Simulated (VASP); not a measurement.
Input of a VASP 6.6.1 run:

Contents of INCAR:

```
ALGO = Normal
EDIFF = 1E-6
ENCUT = 520
ISIF = 2
ISMEAR = -1
LASPH = T
LCHARG = F
LREAL = F
LWAVE = F
NBANDS = 26
NELM = 80
PREC = Accurate
SIGMA = 0.05
```

Contents of KPOINTS:

```
k-points
0
Gamma
  9 9 5
```

Contents of POSCAR:

```
ZnO
1.0
    3.2920669561      0.0000000000      0.0000000000
   -1.6460334781      2.8510136149      0.0000000000
    0.0000000000      0.0000000000      5.2742130269
Zn O
2 2
Direct
    0.6666666667      0.3333333333      0.0000000000
    0.3333333333      0.6666666667      0.5000000000
    0.3333333333      0.6666666667      0.8790100000
    0.6666666667      0.3333333333      0.3790100000
```

Potentials or basis: VASP PAW LDA potentials, release 64 (Zn, O).

Command:

```bash
$ cat potpaw_LDA.64/Zn/POTCAR potpaw_LDA.64/O/POTCAR > POTCAR
$ mpirun -np 1 vasp_std > vasp.out
```

Q: Predict the pressure.

A: -10.8 GPa.

Q: Estimate the band gap on the k mesh.

A: 0.68 eV, direct.

Q: What does it give for the largest force?

A: 0.042 eV/Å.

Stress tensor (GPa, compression positive):
```
-11.37   0.00   0.00
  0.00 -11.37   0.00
  0.00   0.00  -9.76
```
